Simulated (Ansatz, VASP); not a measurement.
**Ir: VASP beside Ansatz**

```
CELL_PARAMETERS angstrom
2.80534 0.00000 0.00000
-1.40267 2.42950 0.00000
0.00000 0.00000 4.54981
ATOMIC_POSITIONS crystal
Ir 0.33333 0.66667 0.25000
Ir 0.66667 0.33333 0.75000
```

Change from the starting cell: volume scaled by 1.06.

Alike in both runs: task single point; functional LDA; k mesh 11 × 11 × 6; occupations fermi-dirac, width 0.05 eV; no spin polarisation.

|  | VASP | Ansatz |
| --- | --- | --- |
| version | VASP 6.6.1 | Ansatz 0.2.0 |
| potentials or method | VASP PAW LDA potentials, release 64 (Ir), cutoff 520 eV | all-electron LAPW, scalar-relativistic |

Ansatz gave:

- gap on the k mesh at the Fermi level (eV): none
- pressure (GPa): -33.0
- traceless stress, the component that is largest in VASP (GPa): -0.66

Q: Which values does VASP return?

A: gap on the k mesh at the Fermi level (eV): none; pressure (GPa): -31.4; traceless stress, the component that is largest in VASP (GPa): -0.58.

LDA's correlation is that of Perdew and Zunger in VASP and of Perdew and Wang (1992) in Ansatz. A gap of «none» marks a metal or a gap that the smearing closes. Both programs put the cell under strong tension, so it lies far from rest at this level. Ansatz ran all-electron here, and VASP with PAW potentials.

Spin-orbit coupling is off throughout. Noted on VASP's run: the cell as given lies far from equilibrium.
